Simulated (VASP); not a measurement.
# AlN (P6_3mc) in VASP: relaxation of the atoms with PBE

Aim: the relaxation of the atoms of AlN with PBE.

All numbers are computed with VASP 6.6.1; they aren't measurements. Logs are shortened: lines on timing, memory, paths and dates and some standing lists are left out, and cuts for length are marked.

**1. The cell of the first run**

The structure is hexagonal, space group P6_3mc (No. 186). Conventional cell: a = 3.130 Å, b = 3.130 Å, c = 5.017 Å, α = 90.00°, β = 90.00°, γ = 120.00°. Al (site symmetry 3m) has 4 N at 1.90 to 1.91 Å within 2.5 Å. Within 2.5 Å of N (site symmetry 3m) lie 4 Al at 1.90 to 1.91 Å.

**2. Relaxation of the atoms, PBE**

The input, INCAR:

```
PREC = Accurate
ENCUT = 520
EDIFF = 1E-7
ISMEAR = -1
SIGMA = 0.01
LREAL = Auto
LASPH = True
NELM = 120
ALGO = Normal
ISIF = 2
LWAVE = False
LCHARG = False
GGA = PE
IBRION = 2
NSW = 80
EDIFFG = -0.01
GGA_COMPAT = False
NELMIN = 4
```

The input, KPOINTS:

```
Automatic mesh
0
Gamma
  1 1 1
  0.25 0.25 0.25
```

The input, POSCAR:

```
AlN
1.0
    6.2595139365      0.0000000578      0.0000000000
   -3.1297570183      5.4208980555      0.0000000000
    0.0000000000      0.0000000000     10.0348064907
Al N
16 16
Direct
    0.3333333334      0.1666666666      0.2496176866
    0.1666666666      0.3333333334      0.4996176866
    0.3333333334      0.1666666666      0.7496176866
    0.1666666666      0.3333333334      0.9996176866
    0.3333333334      0.6666666666      0.2496176866
    0.1666666666      0.8333333333      0.4996176866
    0.3333333334      0.6666666666      0.7496176866
    0.1666666666      0.8333333333      0.9996176866
    0.8333333333      0.1666666666      0.2496176866
    0.6666666666      0.3333333334      0.4996176866
    0.8333333333      0.1666666666      0.7496176866
    0.6666666666      0.3333333334      0.9996176866
    0.8333333333      0.6666666666      0.2496176866
    0.6666666666      0.8333333333      0.4996176866
    0.8333333333      0.6666666666      0.7496176866
    0.6666666666      0.8333333333      0.9996176866
    0.3333333334      0.1666666666      0.4403823134
    0.1666666666      0.3333333334      0.1903823134
    0.3333333334      0.1666666666      0.9403823134
    0.1666666666      0.3333333334      0.6903823134
    0.3333333334      0.6666666666      0.4403823134
    0.1666666666      0.8333333333      0.1903823134
    0.3333333334      0.6666666666      0.9403823134
    0.1666666666      0.8333333333      0.6903823134
    0.8333333333      0.1666666666      0.4403823134
    0.6666666666      0.3333333334      0.1903823134
    0.8333333333      0.1666666666      0.9403823134
    0.6666666666      0.3333333334      0.6903823134
    0.8333333333      0.6666666666      0.4403823134
    0.6666666666      0.8333333333      0.1903823134
    0.8333333333      0.6666666666      0.9403823134
    0.6666666666      0.8333333333      0.6903823134
```

Potentials or basis: VASP PAW PBE potentials, release 64 (Al, N).

The run is started by

```console
$ cat potpaw_PBE.64/Al/POTCAR potpaw_PBE.64/N/POTCAR > POTCAR
$ mpirun -np 1 vasp_std > vasp.out
```

OUTCAR:

```text
PREC = Accurate
   ENCUT = 520
   EDIFF = 1E-7
   ISMEAR = -1
   LREAL = Auto
   LASPH = True
   NELM = 120
   ISIF = 2
   GGA = PE
   IBRION = 2
   NSW = 80
   EDIFFG = -0.01
   NELMIN = 4

 ion  position               nearest neighbor table
   1  0.333  0.167  0.250-  26 1.90  22 1.90  18 1.90  17 1.91  10 3.09  12 3.09   6 3.09   8 3.09
                             2 3.09   4 3.09   9 3.13  13 3.13   5 3.13   5 3.13  13 3.13   9 3.13
   2  0.167  0.333  0.500-  21 1.90  25 1.90  17 1.90  20 1.91   5 3.09   7 3.09   9 3.09  11 3.09
                             1 3.09   3 3.09   6 3.13  14 3.13  10 3.13  10 3.13  14 3.13   6 3.13
   3  0.333  0.167  0.750-  28 1.90  24 1.90  20 1.90  19 1.91  10 3.09  12 3.09   6 3.09   8 3.09
                             2 3.09   4 3.09  11 3.13  15 3.13   7 3.13   7 3.13  15 3.13  11 3.13
   4  0.167  0.333  1.000-  23 1.90  27 1.90  19 1.90  18 1.91   5 3.09   7 3.09   9 3.09  11 3.09
                             1 3.09   3 3.09   8 3.13  16 3.13  12 3.13  12 3.13  16 3.13   8 3.13
   5  0.333  0.667  0.250-  30 1.90  18 1.90  22 1.90  21 1.91  14 3.09  16 3.09   2 3.09   4 3.09
                             6 3.09   8 3.09  13 3.13   9 3.13   1 3.13   1 3.13   9 3.13  13 3.13
   6  0.167  0.833  0.500-  29 1.90  17 1.90  21 1.90  24 1.91  13 3.09  15 3.09   1 3.09   3 3.09
                             5 3.09   7 3.09   2 3.13  10 3.13  14 3.13  14 3.13  10 3.13   2 3.13
   7  0.333  0.667  0.750-  32 1.90  20 1.90  24 1.90  23 1.91  14 3.09  16 3.09   2 3.09   4 3.09
                             6 3.09   8 3.09  15 3.13  11 3.13   3 3.13   3 3.13  11 3.13  15 3.13
   8  0.167  0.833  1.000-  31 1.90  19 1.90  23 1.90  22 1.91  13 3.09  15 3.09   1 3.09   3 3.09
                             5 3.09   7 3.09   4 3.13  12 3.13  16 3.13  16 3.13  12 3.13   4 3.13
   9  0.833  0.167  0.250-  18 1.90  30 1.90  26 1.90  25 1.91   2 3.09   4 3.09  14 3.09  16 3.09
[... 38 lines left out ...]
 A1 = (   6.2595139365,   0.0000000578,   0.0000000000)
 A2 = (  -3.1297570183,   5.4208980555,   0.0000000000)
 A3 = (   0.0000000000,   0.0000000000,  10.0348064907)

Analysis of symmetry for initial positions (statically):
=====================================================================
 Subroutine PRICEL returns following result:

  LATTYP: Found a hexagonal cell.
 ALAT       =     3.1297569682
 C/A-ratio  =     1.6031287082

  Lattice vectors:

 A1 = (   3.1297569682,   0.0000000289,   0.0000000000)
 A2 = (  -1.5648785095,   2.7104490283,   0.0000000000)
 A3 = (   0.0000000000,   0.0000000000,   5.0174032453)

   8 primitive cells build up your supercell.

 Routine SETGRP: Setting up the symmetry group for a
 hexagonal supercell.

 Subroutine GETGRP returns: Found 12 space group operations
 (whereof  6 operations were pure point group operations)
 out of a pool of 24 trial point group operations.

The static configuration has the point symmetry C_3v.
 The point group associated with its full space group is C_6v.

Analysis of symmetry for dynamics (positions and initial velocities):
=====================================================================
 Subroutine PRICEL returns following result:

  LATTYP: Found a hexagonal cell.
 ALAT       =     3.1297569682
 C/A-ratio  =     1.6031287082

  Lattice vectors:

 A1 = (   3.1297569682,   0.0000000289,   0.0000000000)
 A2 = (  -1.5648785095,   2.7104490283,   0.0000000000)
 A3 = (   0.0000000000,   0.0000000000,   5.0174032453)

   8 primitive cells build up your supercell.

 Routine SETGRP: Setting up the symmetry group for a
 hexagonal supercell.

 Subroutine GETGRP returns: Found 12 space group operations
 (whereof  6 operations were pure point group operations)
 out of a pool of 24 trial point group operations.

The dynamic configuration has the point symmetry C_3v.
 The point group associated with its full space group is C_6v.

 Subroutine INISYM returns: Found 12 space group operations
 (whereof  6 operations are pure point group operations),
 and found     8 'primitive' translations

----------------------------------------------------------------------------------------

                                     Primitive cell

  volume of cell :      42.5629

  direct lattice vectors                    reciprocal lattice vectors
     3.129756968  0.000000029  0.000000000     0.319513625  0.184471281  0.000000000
    -1.564878509  2.710449028  0.000000000    -0.000000003  0.368942557  0.000000000
     0.000000000  0.000000000  5.017403245     0.000000000  0.000000000  0.199306285

  length of vectors
     3.129756968  3.129756969  5.017403245     0.368942557  0.368942557  0.199306285

  position of ions in fractional coordinates (direct lattice)
     0.666666667  0.333333333  0.499235373
     0.333333333  0.666666667  0.999235373
     0.666666667  0.333333333  0.880764627
     0.333333333  0.666666667  0.380764627

  ion indices of the primitive-cell ions
   primitive index   ion index
                 1           1
                 2           2
                 3          17
                 4          18

----------------------------------------------------------------------------------------

 KPOINTS: Automatic mesh

Automatic generation of k-mesh.
 Grid dimensions read from file:
 generate k-points for:    1    1    1

 Generating k-lattice:

  Cartesian coordinates                     Fractional coordinates (reciprocal lattice)
     0.159756813  0.092235641  0.000000000     1.000000000  0.000000000  0.000000000
    -0.000000002  0.184471278  0.000000000     0.000000000  1.000000000  0.000000000
     0.000000000  0.000000000  0.099653142     0.000000000  0.000000000  1.000000000

  Length of vectors
     0.184471278  0.184471278  0.099653142

  Shift w.r.t. Gamma in fractional coordinates (k-lattice)
     0.250000000  0.250000000  0.250000000

 Subroutine IBZKPT returns following result:
 ===========================================

 Found      1 irreducible k-points:

 Following reciprocal coordinates:
            Coordinates               Weight
  0.250000  0.250000  0.250000     12.000000
   k-points           NKPTS =      1   k-points in BZ     NKDIM =      1   number of bands    NBANDS=     81
   number of dos      NEDOS =    301   number of ions     NIONS =     32
   total plane-waves  NPLWV = 184320
   dimension x,y,z NGX =    48 NGY =   48 NGZ =   80
   dimension x,y,z NGXF=    96 NGYF=   96 NGZF=  160
   ions per type =              16  16
   NGX,Y,Z   is equivalent  to a cutoff of  12.75, 12.75, 13.25 a.u.
   NGXF,Y,Z  is equivalent  to a cutoff of  25.50, 25.50, 26.51 a.u.
 SYSTEM =  unknown system
   PREC   = accura    normal or accurate (medium, high low for compatibility)
   ISTART =      0    job   : 0-new  1-cont  2-samecut
   ICHARG =      2    charge: 1-file 2-atom 10-const
   ISPIN  =      1    spin polarized calculation?
   LNONCOLLINEAR =      F non collinear calculations
   LSORBIT =      F    spin-orbit coupling
   LASPH  =      T    aspherical Exc in radial PAW
   ENCUT  =  520.0 eV  38.22 Ry    6.18 a.u.  11.64 11.64 18.66*2*pi/ulx,y,z
   NELM   =    120;   NELMIN=  4; NELMDL= -5     # of ELM steps
   EDIFF  = 0.1E-06   stopping-criterion for ELM
   LREAL  =      T    real-space projection
   EDIFFG = -.1E-01   stopping-criterion for IOM
   NSW    =     80    number of steps for IOM
   IBRION =      2    ionic relax: 0-MD 1-quasi-New 2-CG
   NFREE  =      1    steps in history (QN), initial steepest desc. (CG)
   ISIF   =      2    stress and relaxation
   ISYM   =      2    0-nonsym 1-usesym 2-fastsym
   POTIM  = 0.5000    time-step for ionic-motion
   TEBEG  =    0.0;   TEEND  =   0.0 temperature during run
   PSTRESS=    0.0 pullay stress
   NELECT =     128.0000    total number of electrons
   NUPDOWN=      -1.0000    fix difference up-down
   EMIN   =  10.00;   EMAX   =-10.00  energy-range for DOS
   EFERMI =   0.00;   METHOD = LEGACY
   ISMEAR =    -1;   SIGMA  =   0.01  broadening in eV -4-tet -1-fermi 0-gaus
   EFERMI_NEDOS =   21; number of points for ismear=-14 and -15
   IALGO  =     38    algorithm
   IMIX   =      4    mixing-type and parameters
     AMIX     =   0.40;   BMIX     =  1.00
     AMIX_MAG =   1.60;   BMIX_MAG =  1.00
  volume/ion in A,a.u.               =      10.64        71.81
  Fermi-wavevector in a.u.,A,eV,Ry     =   1.181511  2.232733 18.993310  1.395969
  Thomas-Fermi vector in A             =   2.317783
   LORBIT       =      0    0 simple, 1 ext, 2 COOP (PROOUT), +10 PAW based schemes
   GGA     = PE    functional components
   LHFCALC =     F    Hartree Fock is set to
   AEXX    =    0.0000 exact exchange contribution
   IVDW    =     0    specifies the selected vdW correction
   LEPSILON=     F    determine dielectric tensor
   LRPA    =     F    only Hartree local field effects (RPA)
 conjugate gradient relaxation of ions
 non-spin polarized calculation
  energy-cutoff  :      520.00
  volume of cell :      340.50
 maximum number of plane-waves:      9148
 NGX is ok and might be reduce to    48
   NGX = 23   NGY = 23   NGZ = 37

--------------------------------------- Ionic step        1  -------------------------------------------

 number of electron     127.9999982 magnetization

 Free energy of the ion-electron system (eV)
  ---------------------------------------------------
  ext. energy  EPLUGINS =         0.00000000
  ---------------------------------------------------
  free energy    TOTEN  =      -241.32990626 eV

  energy without entropy =     -241.32990626  energy(sigma->0) =     -241.32990626

------------------------ aborting loop because EDIFF is reached ----------------------------------------

  FORCE on cell =-STRESS in cart. coord.  units (eV):
  Direction    XX          YY          ZZ          XY          YZ          ZX
  --------------------------------------------------------------------------------------
  -------------------------------------------------------------------------------------
  Total       -3.9225676     -3.9225676      3.7735786     -0.0000000      0.0000000      0.0000000
  in kB      -18.4569596    -18.4569596     17.7559180     -0.0000000      0.0000000      0.0000000
  external PRESSURE =      -6.3860004 kB  Pullay stress =       0.0000000 kB
[... 119 lines left out ...]
--------------------------------------- Ionic step        3  -------------------------------------------

 number of electron     127.9999985 magnetization

 Free energy of the ion-electron system (eV)
  ---------------------------------------------------
  ext. energy  EPLUGINS =         0.00000000
  ---------------------------------------------------
  free energy    TOTEN  =      -241.33742671 eV

  energy without entropy =     -241.33742671  energy(sigma->0) =     -241.33742671

 E-fermi :   5.8608     XC(G=0): -10.8436

 val. band max:        5.5532789166   @ k =   0.2500   0.2500   0.2500
 cond. band min:      11.3121733582   @ k =   0.2500   0.2500   0.2500
 fundamental gap:      5.7588944416
 Fermi energy:         5.8607956418

 k-point     1 :       0.2500    0.2500    0.2500
  band No.  band energies     occupation
      1      -8.5418      2.00000
      2      -8.1370      2.00000
      3      -7.9113      2.00000
      4      -7.9113      2.00000
      5      -7.5758      2.00000
      6      -7.5758      2.00000
[... 68 lines left out ...]
     75      12.9775      0.00000
     76      12.9775      0.00000
 [bands above 76 left out]

------------------------ aborting loop because EDIFF is reached ----------------------------------------

  FORCE on cell =-STRESS in cart. coord.  units (eV):
  Direction    XX          YY          ZZ          XY          YZ          ZX
  --------------------------------------------------------------------------------------
  -------------------------------------------------------------------------------------
  Total       -4.6161400     -4.6161400      5.3735613     -0.0000000      0.0000000      0.0000000
  in kB      -21.7204440    -21.7204440     25.2843583     -0.0000000      0.0000000      0.0000000
  external PRESSURE =      -6.0521765 kB  Pullay stress =       0.0000000 kB
[... 47 lines left out ...]
  FREE ENERGIE OF THE ION-ELECTRON SYSTEM (eV)
  ---------------------------------------------------
  free  energy   TOTEN  =      -241.3374267141 eV

  energy  without entropy=     -241.3374267141  energy(sigma->0) =     -241.33742671

 reached required accuracy - stopping structural energy minimisation
```

Run time: 4.4 min. Hardware: 1 thread of Oxide Virtual Turin-like, shared host; peak memory 0.43 GiB.

What came out:

* Free energy: -241.3374 eV
* Energy gained by relaxing: 0.2 meV/atom
* Ionic steps: 3
* Pressure after relaxing: -0.6 GPa
* Band gap on the k mesh: 5.76 eV

Stress tensor (GPa, compression positive):
```
-2.17  0.00  0.00
 0.00 -2.17  0.00
 0.00  0.00  2.53
```

Step by step:
```
step  energy change (eV)  largest force (eV/Å)  pressure (GPa)
   1              0.0000                0.1086           -0.64
   2             -0.0071                0.0246           -0.60
   3             -0.0075                0.0003           -0.61
```

Final structure:
```
CELL_PARAMETERS angstrom
6.25951 0.00000 0.00000
-3.12976 5.42090 0.00000
0.00000 0.00000 10.03481
ATOMIC_POSITIONS crystal
Al 0.33333 0.16667 0.25005
Al 0.16667 0.33333 0.50005
Al 0.33333 0.16667 0.75005
Al 0.16667 0.33333 0.00005
Al 0.33333 0.66667 0.25005
Al 0.16667 0.83333 0.50005
Al 0.33333 0.66667 0.75005
Al 0.16667 0.83333 0.00005
Al 0.83333 0.16667 0.25005
Al 0.66667 0.33333 0.50005
Al 0.83333 0.16667 0.75005
Al 0.66667 0.33333 0.00005
Al 0.83333 0.66667 0.25005
Al 0.66667 0.83333 0.50005
Al 0.83333 0.66667 0.75005
Al 0.66667 0.83333 0.00005
N 0.33333 0.16667 0.43995
N 0.16667 0.33333 0.18995
N 0.33333 0.16667 0.93995
N 0.16667 0.33333 0.68995
N 0.33333 0.66667 0.43995
N 0.16667 0.83333 0.18995
N 0.33333 0.66667 0.93995
N 0.16667 0.83333 0.68995
N 0.83333 0.16667 0.43995
N 0.66667 0.33333 0.18995
N 0.83333 0.16667 0.93995
N 0.66667 0.33333 0.68995
N 0.83333 0.66667 0.43995
N 0.66667 0.83333 0.18995
N 0.83333 0.66667 0.93995
N 0.66667 0.83333 0.68995
```

Levels at points of the mesh, in eV from the valence-band top:
```tsv
k point	band 62	band 63	band 64	band 65	band 66	band 67
(0.25, 0.25, 0.25)	-0.37	-0.24	0.00	5.76	6.34	6.50
```

Caveat: the k points lie up to 1.16 Å⁻¹ apart; a shifted mesh leaves out Γ, where band edges can lie.
